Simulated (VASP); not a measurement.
# MgO (Imm2) in VASP: a series of runs

MgO is run at these levels: PBEsol; tasks: single point.

Program: VASP 6.6.1. These are calculated values, not measurements. Logs are shortened: lines on timing, memory, paths and dates and some standing lists are left out, and cuts for length are marked.

## Step 1: The cell of the first run

Symmetry: Imm2, No. 44, orthorhombic system. The conventional cell has a = 3.020 Å, b = 4.270 Å, c = 3.020 Å, α = 90.00°, β = 90.00°, γ = 90.00°. Mg (site symmetry mm2) has 4 O at 1.76 to 2.22 Å within 2.3 Å. O (site symmetry mm2) has 4 Mg at 1.76 to 2.22 Å within 2.3 Å.

## Step 2: Single point, PBEsol (atom 2 (O) moved by (-0.600, +0.000) A along [1 1 0] and z)

File INCAR:

```
SYSTEM = MgO
ALGO = Normal
EDIFF = 1E-6
ENCUT = 520
GGA = PS
ISIF = 2
ISMEAR = 0
LASPH = .True.
LCHARG = .False.
LREAL = .False.
LWAVE = .False.
NBANDS = 11
NELM = 100
PREC = Accurate
SIGMA = 0.05
```

File KPOINTS:

```
k-points
0
Gamma
  10 10 10
  0 0 0
```

File POSCAR:

```
MgO
1.0
    0.0000000000      2.1351500000      2.1351500000
    2.1351500000      0.0000000000      2.1351500000
    2.1351500000      2.1351500000      0.0000000000
Mg O
1 1
Direct
    0.0000000000      0.0000000000      0.0000000000
    0.5000000000      0.5000000000      0.3012954272
```

Potentials or basis: VASP PAW PBE potentials, release 64 (Mg, O).

The run is started by

```console
> cat potpaw_PBE.64/Mg/POTCAR potpaw_PBE.64/O/POTCAR > POTCAR
> mpirun -np 1 vasp_std > vasp.out
```

OUTCAR:

```text
SYSTEM = MgO
   EDIFF = 1E-6
   ENCUT = 520
   GGA = PS
   ISIF = 2
   ISMEAR = 0
   LASPH = .True.
   LREAL = .False.
   NELM = 100
   PREC = Accurate

 ion  position               nearest neighbor table
   1  0.000  0.000  0.000-   2 1.76   2 1.76   2 2.22   2 2.22   2 2.59   2 2.59
   2  0.500  0.500  0.301-   1 1.76   1 1.76   1 2.22   1 2.22   1 2.59   1 2.59

  LATTYP: Found a face centered cubic cell.
 ALAT       =     4.2703000000

  Lattice vectors:

 A1 = (   0.0000000000,   2.1351500000,   2.1351500000)
 A2 = (   2.1351500000,   0.0000000000,   2.1351500000)
 A3 = (   2.1351500000,   2.1351500000,   0.0000000000)

Analysis of symmetry for initial positions (statically):
=====================================================================
 Subroutine PRICEL returns:
 Original cell was already a primitive cell.

 Routine SETGRP: Setting up the symmetry group for a
 face centered cubic supercell.

 Subroutine GETGRP returns: Found  4 space group operations
 (whereof  4 operations were pure point group operations)
 out of a pool of 48 trial point group operations.

The static configuration has the point symmetry C_2v.

Analysis of symmetry for dynamics (positions and initial velocities):
=====================================================================
 Subroutine PRICEL returns:
 Original cell was already a primitive cell.

 Routine SETGRP: Setting up the symmetry group for a
 face centered cubic supercell.

 Subroutine GETGRP returns: Found  4 space group operations
 (whereof  4 operations were pure point group operations)
 out of a pool of 48 trial point group operations.

The dynamic configuration has the point symmetry C_2v.

 Subroutine INISYM returns: Found  4 space group operations
 (whereof  4 operations are pure point group operations),
 and found     1 'primitive' translations

----------------------------------------------------------------------------------------

                                     Primitive cell

  volume of cell :      19.4677

  direct lattice vectors                    reciprocal lattice vectors
     0.000000000  2.135150000  2.135150000    -0.234175585  0.234175585  0.234175585
     2.135150000  0.000000000  2.135150000     0.234175585 -0.234175585  0.234175585
     2.135150000  2.135150000  0.000000000     0.234175585  0.234175585 -0.234175585

  length of vectors
     3.019558088  3.019558088  3.019558088     0.405604011  0.405604011  0.405604011

  position of ions in fractional coordinates (direct lattice)
     0.000000000  0.000000000  0.000000000
     0.500000000  0.500000000  0.301295427

  ion indices of the primitive-cell ions
   primitive index   ion index
                 1           1
                 2           2

----------------------------------------------------------------------------------------

 KPOINTS: k-points

Automatic generation of k-mesh.
 Grid dimensions read from file:
 generate k-points for:   10   10   10

 Generating k-lattice:

  Cartesian coordinates                     Fractional coordinates (reciprocal lattice)
    -0.023417558  0.023417558  0.023417558     0.100000000  0.000000000  0.000000000
     0.023417558 -0.023417558  0.023417558     0.000000000  0.100000000  0.000000000
     0.023417558  0.023417558 -0.023417558     0.000000000  0.000000000  0.100000000

  Length of vectors
     0.040560401  0.040560401  0.040560401

  Shift w.r.t. Gamma in fractional coordinates (k-lattice)
     0.000000000  0.000000000  0.000000000

 Subroutine IBZKPT returns following result:
 ===========================================

 Found    171 irreducible k-points:

 Following reciprocal coordinates:
            Coordinates               Weight
  0.000000  0.000000  0.000000      1.000000
  0.100000  0.000000  0.000000      4.000000
  0.000000  0.000000  0.100000      4.000000
  0.200000  0.000000  0.000000      4.000000
  0.000000  0.000000  0.200000      4.000000
  0.300000  0.000000  0.000000      4.000000
[... 16 lines left out ...]
  0.000000  0.400000  0.100000      8.000000
  0.100000  0.000000  0.400000      8.000000
 [... further k-points ...]
   k-points           NKPTS =    171   k-points in BZ     NKDIM =    171   number of bands    NBANDS=     11
   number of dos      NEDOS =    301   number of ions     NIONS =      2
   total plane-waves  NPLWV =  13824
   dimension x,y,z NGX =    24 NGY =   24 NGZ =   24
   dimension x,y,z NGXF=    48 NGYF=   48 NGZF=   48
   ions per type =               1   1
   NGX,Y,Z   is equivalent  to a cutoff of  13.21, 13.21, 13.21 a.u.
   NGXF,Y,Z  is equivalent  to a cutoff of  26.43, 26.43, 26.43 a.u.
 SYSTEM =  MgO
   PREC   = accura    normal or accurate (medium, high low for compatibility)
   ISTART =      0    job   : 0-new  1-cont  2-samecut
   ICHARG =      2    charge: 1-file 2-atom 10-const
   ISPIN  =      1    spin polarized calculation?
   LNONCOLLINEAR =      F non collinear calculations
   LSORBIT =      F    spin-orbit coupling
   LASPH  =      T    aspherical Exc in radial PAW
   ENCUT  =  520.0 eV  38.22 Ry    6.18 a.u.   5.61  5.61  5.61*2*pi/ulx,y,z
   NELM   =    100;   NELMIN=  2; NELMDL= -5     # of ELM steps
   EDIFF  = 0.1E-05   stopping-criterion for ELM
   LREAL  =      F    real-space projection
   EDIFFG = 0.1E-04   stopping-criterion for IOM
   NSW    =      0    number of steps for IOM
   IBRION =     -1    ionic relax: 0-MD 1-quasi-New 2-CG
   NFREE  =      0    steps in history (QN), initial steepest desc. (CG)
   ISIF   =      2    stress and relaxation
   ISYM   =      2    0-nonsym 1-usesym 2-fastsym
   POTIM  = 0.5000    time-step for ionic-motion
   TEBEG  =    0.0;   TEEND  =   0.0 temperature during run
   PSTRESS=    0.0 pullay stress
   NELECT =       8.0000    total number of electrons
   NUPDOWN=      -1.0000    fix difference up-down
   EMIN   =  10.00;   EMAX   =-10.00  energy-range for DOS
   EFERMI =   0.00;   METHOD = LEGACY
   ISMEAR =     0;   SIGMA  =   0.05  broadening in eV -4-tet -1-fermi 0-gaus
   EFERMI_NEDOS =   21; number of points for ismear=-14 and -15
   IALGO  =     38    algorithm
   IMIX   =      4    mixing-type and parameters
     AMIX     =   0.40;   BMIX     =  1.00
     AMIX_MAG =   1.60;   BMIX_MAG =  1.00
  volume/ion in A,a.u.               =       9.73        65.69
  Fermi-wavevector in a.u.,A,eV,Ry     =   1.217119  2.300022 20.155386  1.481379
  Thomas-Fermi vector in A             =   2.352450
   LORBIT       =      0    0 simple, 1 ext, 2 COOP (PROOUT), +10 PAW based schemes
   GGA     = PS    functional components
   LHFCALC =     F    Hartree Fock is set to
   AEXX    =    0.0000 exact exchange contribution
   IVDW    =     0    specifies the selected vdW correction
   LEPSILON=     F    determine dielectric tensor
   LRPA    =     F    only Hartree local field effects (RPA)
 non-spin polarized calculation
 Gauss-broadening in eV      SIGMA  =   0.05
  energy-cutoff  :      520.00
  volume of cell :       19.47
 maximum number of plane-waves:       544
   NGX = 11   NGY = 11   NGZ = 11

 number of electron       8.0000000 magnetization

 Free energy of the ion-electron system (eV)
  ---------------------------------------------------
  ext. energy  EPLUGINS =         0.00000000
  ---------------------------------------------------
  free energy    TOTEN  =       -11.50166030 eV

  energy without entropy =      -11.50166030  energy(sigma->0) =      -11.50166030

 E-fermi :   2.9294     XC(G=0): -10.9955

 val. band max:        2.6079044524   @ k =  -0.1000   0.1000   0.0000
 cond. band min:       6.6509339245   @ k =   0.0000   0.0000   0.0000
 fundamental gap:      4.0430294720
 Fermi energy:         2.9294255894

 k-point     1 :       0.0000    0.0000    0.0000
  band No.  band energies     occupation
      1     -14.3869      2.00000
      2       2.1259      2.00000
      3       2.5255      2.00000
      4       2.5512      2.00000
      5       6.6509      0.00000
      6      18.0577      0.00000
      7      19.5846      0.00000
      8      19.8487      0.00000
      9      20.9896      0.00000
     10      24.0523      0.00000
     11      24.1377      0.00000

 k-point     2 :       0.1000    0.0000    0.0000
  band No.  band energies     occupation
      1     -14.2906      2.00000
      2       1.6177      2.00000
      3       2.3797      2.00000
      4       2.5844      2.00000
      5       7.2246      0.00000
      6      16.8695      0.00000
      7      19.1870      0.00000
      8      19.9867      0.00000
      9      22.0603      0.00000
     10      23.2873      0.00000
     11      24.1498      0.00000

 k-point     3 :       0.0000    0.0000    0.1000
  band No.  band energies     occupation
      1     -14.2928      2.00000
      2       1.8664      2.00000
      3       2.0772      2.00000
      4       2.5327      2.00000
      5       7.3047      0.00000
      6      17.6759      0.00000
      7      18.2337      0.00000
      8      19.8011      0.00000
      9      22.9307      0.00000
     10      23.4550      0.00000
     11      23.6526      0.00000

 k-point     4 :       0.2000    0.0000    0.0000
  band No.  band energies     occupation
      1     -14.0273      2.00000
      2       0.4961      2.00000
      3       2.2586      2.00000
      4       2.5308      2.00000
      5       8.3686      0.00000
      6      15.1422      0.00000
      7      19.1254      0.00000
      8      19.6486      0.00000
      9      22.1292      0.00000
     10      22.8926      0.00000
     11      25.6675      0.00000

 k-point     5 :       0.0000    0.0000    0.2000
  band No.  band energies     occupation
      1     -14.0354      2.00000
      2       0.6298      2.00000
      3       1.9532      2.00000
      4       2.4184      2.00000
      5       8.5742      0.00000
      6      15.7347      0.00000
      7      18.5352      0.00000
      8      19.7950      0.00000
      9      22.7799      0.00000
     10      22.8388      0.00000
     11      24.6202      0.00000
[... 211 lines left out ...]
 k-point    21 :       0.1000    0.1000   -0.2000
  band No.  band energies     occupation
      1     -13.7479      2.00000
      2      -0.2331      2.00000
      3       1.7151      2.00000
      4       2.1988      2.00000
      5       9.8291      0.00000
      6      14.5951      0.00000
      7      18.1818      0.00000
      8      18.5226      0.00000
      9      22.6363      0.00000
     10      24.9948      0.00000
     11      25.3338      0.00000

 k-point    22 :       0.4000    0.1000    0.0000
  band No.  band energies     occupation
      1     -13.4138      2.00000
      2      -1.1718      2.00000
      3       1.8162      2.00000
      4       2.2480      2.00000
      5      10.2797      0.00000
      6      13.5980      0.00000
      7      16.8098      0.00000
      8      20.2381      0.00000
      9      22.6053      0.00000
     10      24.2170      0.00000
     11      27.3571      0.00000

 k-point    23 :       0.0000    0.4000    0.1000
  band No.  band energies     occupation
      1     -13.4082      2.00000
      2      -1.1246      2.00000
      3       1.9073      2.00000
      4       2.1997      2.00000
      5      10.1320      0.00000
      6      13.5275      0.00000
      7      17.4364      0.00000
      8      19.1512      0.00000
      9      23.0386      0.00000
     10      24.2848      0.00000
     11      26.8545      0.00000

 k-point    24 :       0.1000    0.0000    0.4000
  band No.  band energies     occupation
      1     -13.4267      2.00000
      2      -1.1059      2.00000
      3       1.5705      2.00000
      4       2.0293      2.00000
      5      10.4921      0.00000
      6      14.0322      0.00000
      7      17.4135      0.00000
      8      19.8557      0.00000
      9      22.4863      0.00000
     10      24.4057      0.00000
     11      26.3159      0.00000

 [... further k-points ...]

------------------------ aborting loop because EDIFF is reached ----------------------------------------

  FORCE on cell =-STRESS in cart. coord.  units (eV):
  Direction    XX          YY          ZZ          XY          YZ          ZX
  --------------------------------------------------------------------------------------
  -------------------------------------------------------------------------------------
  Total        5.1562171      5.1562171     -1.2498436     -2.3288871      0.0000000      0.0000000
  in kB      424.3523484    424.3523484   -102.8610839   -191.6654559      0.0000000      0.0000000
  external PRESSURE =     248.6145377 kB  Pullay stress =       0.0000000 kB

 VOLUME and BASIS-vectors are now :
 -----------------------------------------------------------------------------
  energy-cutoff  :      520.00
  volume of cell :       19.47
      direct lattice vectors                 reciprocal lattice vectors
     0.000000000  2.135150000  2.135150000    -0.234175585  0.234175585  0.234175585
     2.135150000  0.000000000  2.135150000     0.234175585 -0.234175585  0.234175585
     2.135150000  2.135150000  0.000000000     0.234175585  0.234175585 -0.234175585

 POSITION                                       TOTAL-FORCE (eV/Angst)
 -----------------------------------------------------------------------------------
      0.00000      0.00000      0.00000        -2.715427     -2.715427     -0.000000
      1.71089      1.71089      2.13515         2.715427      2.715427      0.000000
 -----------------------------------------------------------------------------------
    total drift:                                0.000965      0.000965      0.000001

  FREE ENERGIE OF THE ION-ELECTRON SYSTEM (eV)
  ---------------------------------------------------
  free  energy   TOTEN  =       -11.5016603037 eV

  energy  without entropy=      -11.5016603037  energy(sigma->0) =      -11.50166030
```

Run time: 16 s. Hardware: 1 thread of Intel Xeon 6975P-C (Granite Rapids), shared host; peak memory 0.16 GiB.

What came out:

- Free energy: -11.5017 eV
- Pressure: 24.9 GPa
- Largest force: 3.840 eV/Å
- Band gap on the k mesh: 4.04 eV, indirect (least direct gap 4.10 eV)

Forces in eV/Å, atoms in the order of the input:
```
Mg  -2.715 -2.715  0.000
O    2.715  2.715  0.000
```

Stress tensor (GPa, compression positive):
```
 42.44 -19.17   0.00
-19.17  42.44   0.00
  0.00   0.00 -10.29
```

Caveat: the cell differs from its parent crystal (atom 2 (O) moved by (-0.600, +0.000) A along [1 1 0] and z); the PAW data sets were made with another functional, which shifts forces and pressure a little.

(Part 1 of 2 ends here.)
